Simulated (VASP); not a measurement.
# Ga8Sb5As3 (P1) in VASP: single point with r2SCAN

Aim: the single point of Ga8Sb5As3 with r2SCAN.

Everything below comes from runs of VASP 6.6.1. Logs are shortened: lines on timing, memory, paths and dates and some standing lists are left out, and cuts for length are marked.

### 1 The cell of the first run

The typed cell holds 64 atoms: a = 11.906 Å, b = 11.906 Å, c = 11.906 Å, α = 90.00°, β = 90.00°, γ = 90.00°.

### 2 Single point, r2SCAN

Input file POSCAR:

```
Ga8Sb5As3
1.0
   11.9061620000      0.0000000000      0.0000000000
    0.0000000000     11.9061620000      0.0000000000
    0.0000000000      0.0000000000     11.9061620000
Ga Sb As
32 20 12
Direct
    0.9998680000      0.0020920000      0.9888850000
    0.0008380000      0.9991440000      0.4978940000
    0.0081490000      0.5057270000      0.0065840000
    0.9961590000      0.4945710000      0.4973370000
    0.5056890000      0.0064920000      0.0056480000
    0.5011090000      0.0016440000      0.5023350000
    0.4952650000      0.4937810000      0.9948580000
    0.4870620000      0.4987370000      0.4978180000
    0.2562140000      0.2578070000      0.0065080000
    0.2497220000      0.2643640000      0.5016880000
    0.2449860000      0.7432060000      0.9958000000
    0.2553660000      0.7404580000      0.4923930000
    0.7446210000      0.2468390000      0.9937620000
    0.7548550000      0.2577700000      0.5057900000
    0.7479940000      0.7484820000      0.0000590000
    0.7575940000      0.7422760000      0.4949960000
    0.2483970000      0.9989000000      0.2482680000
    0.2439580000      0.9949480000      0.7574380000
    0.2506530000      0.4999480000      0.2488350000
    0.2602930000      0.4992920000      0.7492310000
    0.7444820000      0.0091200000      0.2416080000
    0.7546720000      0.0062720000      0.7555870000
    0.7553610000      0.5049750000      0.2560260000
    0.7499730000      0.4879790000      0.7504170000
    0.0080660000      0.2576770000      0.2561910000
    0.9881440000      0.2522560000      0.7512830000
    0.0016040000      0.7371960000      0.2485030000
    0.0078430000      0.7543500000      0.7546930000
    0.5017860000      0.2536560000      0.2361420000
    0.4980600000      0.2626080000      0.7478120000
    0.4915140000      0.7400680000      0.2552910000
    0.4945240000      0.7423100000      0.7581440000
    0.1249550000      0.1278290000      0.1229380000
    0.1229860000      0.1287130000      0.6268460000
    0.1272200000      0.6215550000      0.6239780000
    0.6267480000      0.1310700000      0.6285960000
    0.6218100000      0.6205110000      0.1253830000
    0.6226220000      0.6191460000      0.6244020000
    0.3744900000      0.8716010000      0.1228880000
    0.3726010000      0.8704430000      0.6265080000
    0.8758930000      0.3756140000      0.1250610000
    0.8767980000      0.8749790000      0.1231690000
    0.8767170000      0.8750030000      0.6269760000
    0.3750010000      0.1309790000      0.3723400000
    0.3764660000      0.1291380000      0.8763660000
    0.8750690000      0.1296370000      0.3746290000
    0.8771560000      0.6230210000      0.8749970000
    0.1268680000      0.3766630000      0.8749330000
    0.1253720000      0.8688370000      0.3729120000
    0.6232700000      0.3767620000      0.3748470000
    0.6251570000      0.8728360000      0.3720440000
    0.6243410000      0.8768240000      0.8761060000
    0.1293720000      0.6229290000      0.1266910000
    0.6249740000      0.1303040000      0.1200780000
    0.3755300000      0.3791740000      0.1243410000
    0.3746640000      0.3795580000      0.6246630000
    0.8749240000      0.3754990000      0.6254840000
    0.3710740000      0.6180780000      0.3727520000
    0.3728560000      0.6199310000      0.8770120000
    0.8728210000      0.1276990000      0.8748500000
    0.8798140000      0.6204850000      0.3749760000
    0.1272100000      0.3813530000      0.3756030000
    0.1248560000      0.8731960000      0.8778370000
    0.6224300000      0.3733920000      0.8739010000
```

Input file INCAR.step1:

```
PREC = Accurate
ENCUT = 520
ISMEAR = -1
SIGMA = 0.05
LREAL = Auto
LASPH = T
NELM = 100
NBANDS = 326
GGA = PE
ALGO = Normal
EDIFF = 1E-4
LWAVE = T
LCHARG = F
```

Input file INCAR.step2:

```
PREC = Accurate
ENCUT = 520
EDIFF = 1E-6
ISMEAR = -1
SIGMA = 0.05
LREAL = Auto
LASPH = T
NELM = 100
ALGO = Normal
ISIF = 2
LWAVE = F
LCHARG = F
METAGGA = R2SCAN
LMIXTAU = T
NBANDS = 326
ISTART = 1
```

Input file KPOINTS:

```
regular mesh
0
Gamma
  1 1 1
```

Potentials or basis: VASP PAW PBE potentials, release 64 (Ga_d, Sb, As).

The run is started by

```
$ cat potpaw_PBE.64/Ga_d/POTCAR potpaw_PBE.64/Sb/POTCAR potpaw_PBE.64/As/POTCAR > POTCAR
$ cp INCAR.step1 INCAR
$ mpirun -np 1 vasp_gam > vasp.out
$ cp INCAR.step2 INCAR
$ mpirun -np 1 vasp_gam > vasp.out
```

OUTCAR:

```text
PREC = Accurate
   ENCUT = 520
   EDIFF = 1E-6
   ISMEAR = -1
   LREAL = Auto
   LASPH = T
   NELM = 100
   ISIF = 2
   METAGGA = R2SCAN
   ISTART = 1

 ion  position               nearest neighbor table
   1  1.000  0.002  0.989-  63 2.51  60 2.52  42 2.64  33 2.65
   2  0.001  0.999  0.498-  43 2.59  46 2.61  49 2.61  34 2.62
   3  0.008  0.506  0.007-  53 2.46  48 2.61  47 2.61  41 2.62
   4  0.996  0.495  0.497-  61 2.51  62 2.52  57 2.53  35 2.64
   5  0.506  0.006  0.006-  54 2.46  52 2.60  45 2.62  39 2.64
   6  0.501  0.002  0.502-  36 2.62  51 2.63  40 2.64  44 2.65
[... 56 lines left out ...]
  63  0.125  0.873  0.878-  28 2.47  18 2.48   1 2.51  11 2.53
  64  0.622  0.373  0.874-  30 2.49  24 2.52   7 2.53  13 2.53

  LATTYP: Found a simple cubic cell.
 ALAT       =    11.9061620000

  Lattice vectors:

 A1 = (  11.9061620000,   0.0000000000,   0.0000000000)
 A2 = (   0.0000000000,  11.9061620000,   0.0000000000)
 A3 = (   0.0000000000,   0.0000000000,  11.9061620000)

Analysis of symmetry for initial positions (statically):
=====================================================================
 Subroutine PRICEL returns:
 Original cell was already a primitive cell.

 Routine SETGRP: Setting up the symmetry group for a
 simple cubic supercell.

 Subroutine GETGRP returns: Found  1 space group operations
 (whereof  1 operations were pure point group operations)
 out of a pool of 48 trial point group operations.

The static configuration has the point symmetry C_1 .

Analysis of symmetry for dynamics (positions and initial velocities):
=====================================================================
 Subroutine PRICEL returns:
 Original cell was already a primitive cell.

 Routine SETGRP: Setting up the symmetry group for a
 simple cubic supercell.

 Subroutine GETGRP returns: Found  1 space group operations
 (whereof  1 operations were pure point group operations)
 out of a pool of 48 trial point group operations.

The dynamic configuration has the point symmetry C_1 .

 Subroutine INISYM returns: Found  1 space group operations
 (whereof  1 operations are pure point group operations),
 and found     1 'primitive' translations

----------------------------------------------------------------------------------------

                                     Primitive cell

  volume of cell :    1687.7782

  direct lattice vectors                    reciprocal lattice vectors
    11.906162000  0.000000000  0.000000000     0.083990122  0.000000000  0.000000000
     0.000000000 11.906162000  0.000000000     0.000000000  0.083990122  0.000000000
     0.000000000  0.000000000 11.906162000     0.000000000  0.000000000  0.083990122

  length of vectors
    11.906162000 11.906162000 11.906162000     0.083990122  0.083990122  0.083990122

  position of ions in fractional coordinates (direct lattice)
     0.999868000  0.002092000  0.988885000
     0.000838000  0.999144000  0.497894000
     0.008149000  0.505727000  0.006584000
     0.996159000  0.494571000  0.497337000
     0.505689000  0.006492000  0.005648000
     0.501109000  0.001644000  0.502335000
[... 56 lines left out ...]
     0.124856000  0.873196000  0.877837000
     0.622430000  0.373392000  0.873901000

  ion indices of the primitive-cell ions
   primitive index   ion index
                 1           1
                 2           2
                 3           3
                 4           4
                 5           5
                 6           6
[... 56 lines left out ...]
                63          63
                64          64

----------------------------------------------------------------------------------------

 KPOINTS: regular mesh

Automatic generation of k-mesh.
 Grid dimensions read from file:
 generate k-points for:    1    1    1

 Generating k-lattice:

  Cartesian coordinates                     Fractional coordinates (reciprocal lattice)
     0.083990122  0.000000000  0.000000000     1.000000000  0.000000000  0.000000000
     0.000000000  0.083990122  0.000000000     0.000000000  1.000000000  0.000000000
     0.000000000  0.000000000  0.083990122     0.000000000  0.000000000  1.000000000

  Length of vectors
     0.083990122  0.083990122  0.083990122

  Shift w.r.t. Gamma in fractional coordinates (k-lattice)
     0.000000000  0.000000000  0.000000000

 Subroutine IBZKPT returns following result:
 ===========================================

 Found      1 irreducible k-points:

 Following reciprocal coordinates:
            Coordinates               Weight
  0.000000  0.000000  0.000000      1.000000
   k-points           NKPTS =      1   k-points in BZ     NKDIM =      1   number of bands    NBANDS=    326
   number of dos      NEDOS =    301   number of ions     NIONS =     64
   total plane-waves  NPLWV = 729000
   dimension x,y,z NGX =    90 NGY =   90 NGZ =   90
   dimension x,y,z NGXF=   180 NGYF=  180 NGZF=  180
   ions per type =              32  20  12
   NGX,Y,Z   is equivalent  to a cutoff of  12.57, 12.57, 12.57 a.u.
   NGXF,Y,Z  is equivalent  to a cutoff of  25.13, 25.13, 25.13 a.u.
 SYSTEM =  unknown system
   PREC   = accura    normal or accurate (medium, high low for compatibility)
   ISTART =      1    job   : 0-new  1-cont  2-samecut
   ICHARG =      0    charge: 1-file 2-atom 10-const
   ISPIN  =      1    spin polarized calculation?
   LNONCOLLINEAR =      F non collinear calculations
   LSORBIT =      F    spin-orbit coupling
   LASPH  =      T    aspherical Exc in radial PAW
   ENCUT  =  520.0 eV  38.22 Ry    6.18 a.u.  22.14 22.14 22.14*2*pi/ulx,y,z
   NELM   =    100;   NELMIN=  2; NELMDL=  0     # of ELM steps
   EDIFF  = 0.1E-05   stopping-criterion for ELM
   LREAL  =      T    real-space projection
   EDIFFG = 0.1E-04   stopping-criterion for IOM
   NSW    =      0    number of steps for IOM
[... 5 lines left out ...]
   TEBEG  =    0.0;   TEEND  =   0.0 temperature during run
   PSTRESS=    0.0 pullay stress
   NELECT =     576.0000    total number of electrons
   NUPDOWN=      -1.0000    fix difference up-down
   EMIN   =  10.00;   EMAX   =-10.00  energy-range for DOS
   EFERMI =   0.00;   METHOD = LEGACY
   ISMEAR =    -1;   SIGMA  =   0.05  broadening in eV -4-tet -1-fermi 0-gaus
   EFERMI_NEDOS =   21; number of points for ismear=-14 and -15
   IALGO  =     38    algorithm
   IMIX   =      4    mixing-type and parameters
     AMIX     =   0.40;   BMIX     =  1.00
     AMIX_MAG =   1.60;   BMIX_MAG =  1.00
  volume/ion in A,a.u.               =      26.37       177.96
  Fermi-wavevector in a.u.,A,eV,Ry     =   1.144047  2.161935 17.807898  1.308844
  Thomas-Fermi vector in A             =   2.280740
   LORBIT       =      0    0 simple, 1 ext, 2 COOP (PROOUT), +10 PAW based schemes
   METAGGA = R2SCAN    functional components
   LHFCALC =     F    Hartree Fock is set to
   AEXX    =    0.0000 exact exchange contribution
   IVDW    =     0    specifies the selected vdW correction
   LEPSILON=     F    determine dielectric tensor
   LRPA    =     F    only Hartree local field effects (RPA)
 non-spin polarized calculation
  energy-cutoff  :      520.00
  volume of cell :     1687.78
 maximum number of plane-waves:     22777
 NGX is ok and might be reduce to    90
   NGX = 45   NGY = 45   NGZ = 45

 number of electron     575.9999964 magnetization

 Free energy of the ion-electron system (eV)
  ---------------------------------------------------
  ext. energy  EPLUGINS =         0.00000000
  ---------------------------------------------------
  free energy    TOTEN  =     -1068.84169198 eV

  energy without entropy =    -1068.70182052  energy(sigma->0) =    -1068.77175625

 E-fermi :   4.5621     XC(G=0):  -9.8797

 val. band max:        4.4670476392   @ k =   0.0000   0.0000   0.0000
 cond. band min:       4.6155516152   @ k =   0.0000   0.0000   0.0000
 fundamental gap:      0.1485039761
 Fermi energy:         4.5621339285

 k-point     1 :       0.0000    0.0000    0.0000
  band No.  band energies     occupation
      1     -11.2609      2.00000
      2     -11.2524      2.00000
      3     -11.2475      2.00000
      4     -11.2085      2.00000
      5     -11.2029      2.00000
      6     -11.1935      2.00000
[... 292 lines left out ...]
    299       5.9553      0.00000
    300       6.0639      0.00000
 [bands above 300 left out]

------------------------ aborting loop because EDIFF is reached ----------------------------------------

  FORCE on cell =-STRESS in cart. coord.  units (eV):
  Direction    XX          YY          ZZ          XY          YZ          ZX
  --------------------------------------------------------------------------------------
  -------------------------------------------------------------------------------------
  Total        8.0675206      7.9463416      7.8100133     -0.6889808     -0.5609141     -0.6375672
  in kB        7.6583516      7.5433186      7.4139046     -0.6540370     -0.5324656     -0.6052311
  external PRESSURE =       7.5385249 kB  Pullay stress =       0.0000000 kB

 VOLUME and BASIS-vectors are now :
 -----------------------------------------------------------------------------
  energy-cutoff  :      520.00
  volume of cell :     1687.78
      direct lattice vectors                 reciprocal lattice vectors
    11.906162000  0.000000000  0.000000000     0.083990122  0.000000000  0.000000000
     0.000000000 11.906162000  0.000000000     0.000000000  0.083990122  0.000000000
     0.000000000  0.000000000 11.906162000     0.000000000  0.000000000  0.083990122

 POSITION                                       TOTAL-FORCE (eV/Angst)
 -----------------------------------------------------------------------------------
     11.90459      0.02491     11.77383        -0.009039     -0.036996     -0.074596
      0.00998     11.89597      5.92801         0.029341      0.036221      0.044142
      0.09702      6.02127      0.07839         0.036115      0.032208      0.052565
     11.86043      5.88844      5.92137        -0.042692     -0.045657     -0.055013
      6.02082      0.07729      0.06725         0.024655      0.037704      0.066878
      5.96628      0.01957      5.98088        -0.019549     -0.032354     -0.036151
[... 56 lines left out ...]
      1.48656     10.39641     10.45167         0.020330      0.008281      0.014596
      7.41075      4.44567     10.40481         0.026384      0.026602      0.023234
 -----------------------------------------------------------------------------------
    total drift:                               -0.053813     -0.007910     -0.024039

  FREE ENERGIE OF THE ION-ELECTRON SYSTEM (eV)
  ---------------------------------------------------
  free  energy   TOTEN  =     -1068.8416919776 eV

  energy  without entropy=    -1068.7018205243  energy(sigma->0) =    -1068.77175625
```

Run time: 39 min. Hardware: 1 thread of Intel Xeon Platinum 8559C (Emerald Rapids), shared host; peak memory 1.6 GiB.

Results:

| Item | Value |
| --- | --- |
| Free energy | -1068.8417 eV |
| Pressure | 0.8 GPa |
| Largest force | 0.099 eV/Å |

Forces on the atoms (eV/Å):
```
Ga  -0.009 -0.037 -0.075
Ga   0.029  0.036  0.044
Ga   0.036  0.032  0.053
Ga  -0.043 -0.046 -0.055
Ga   0.025  0.038  0.067
Ga  -0.020 -0.032 -0.036
Ga  -0.043 -0.038 -0.079
Ga   0.012  0.041  0.056
Ga   0.042  0.031  0.039
Ga  -0.014  0.006 -0.048
Ga  -0.052 -0.034 -0.078
Ga   0.064 -0.009  0.030
Ga  -0.026 -0.011 -0.047
Ga   0.056  0.036  0.042
Ga   0.049  0.011  0.044
Ga  -0.024 -0.020 -0.041
Ga   0.061  0.045  0.050
Ga  -0.033 -0.033  0.006
Ga  -0.070 -0.056 -0.012
Ga   0.086  0.030  0.035
Ga  -0.047 -0.012 -0.014
Ga   0.071  0.036  0.030
Ga   0.069  0.043  0.033
Ga  -0.034 -0.039 -0.004
Ga   0.051  0.051  0.040
Ga  -0.032 -0.034 -0.016
Ga  -0.059 -0.067 -0.023
Ga   0.047  0.052  0.057
Ga  -0.042 -0.037 -0.029
Ga   0.035  0.073  0.050
Ga   0.018  0.025  0.066
Ga  -0.023 -0.047  0.001
Sb  -0.033 -0.014 -0.015
Sb   0.042  0.031  0.002
Sb  -0.049 -0.017  0.011
Sb  -0.069 -0.051 -0.040
Sb  -0.026 -0.021 -0.028
Sb   0.045  0.040  0.021
Sb  -0.029 -0.013 -0.022
Sb   0.033  0.044  0.008
Sb  -0.027 -0.020 -0.026
Sb   0.025  0.034  0.027
Sb  -0.034 -0.049 -0.034
Sb   0.009  0.006  0.035
Sb  -0.045 -0.043 -0.055
Sb  -0.023 -0.037 -0.057
Sb  -0.032 -0.040 -0.039
Sb  -0.042 -0.008 -0.025
Sb  -0.030  0.011 -0.037
Sb  -0.017 -0.011 -0.046
Sb   0.013  0.014  0.038
Sb  -0.035 -0.047 -0.035
As   0.019  0.026  0.005
As   0.035  0.018  0.009
As   0.022  0.033  0.018
As  -0.048 -0.032 -0.020
As   0.012  0.034  0.037
As  -0.005 -0.003 -0.041
As   0.022  0.020  0.025
As   0.020  0.013  0.031
As   0.006  0.014  0.017
As   0.012 -0.003  0.013
As   0.020  0.008  0.015
As   0.026  0.027  0.023
```

Levels at points of the mesh, in eV from the Fermi level:
| k point | band 286 | band 287 | band 288 | band 289 | band 290 | band 291 |
| --- | --- | --- | --- | --- | --- | --- |
| (0.00, 0.00, 0.00) | -0.18 | -0.11 | -0.10 | 0.05 | 0.57 | 0.63 |

Caveat: the k points lie up to 0.53 Å⁻¹ apart; the PAW data sets were made with another functional, which shifts forces and pressure a little; spin-orbit coupling is left out, which moves the levels of the heavy elements.
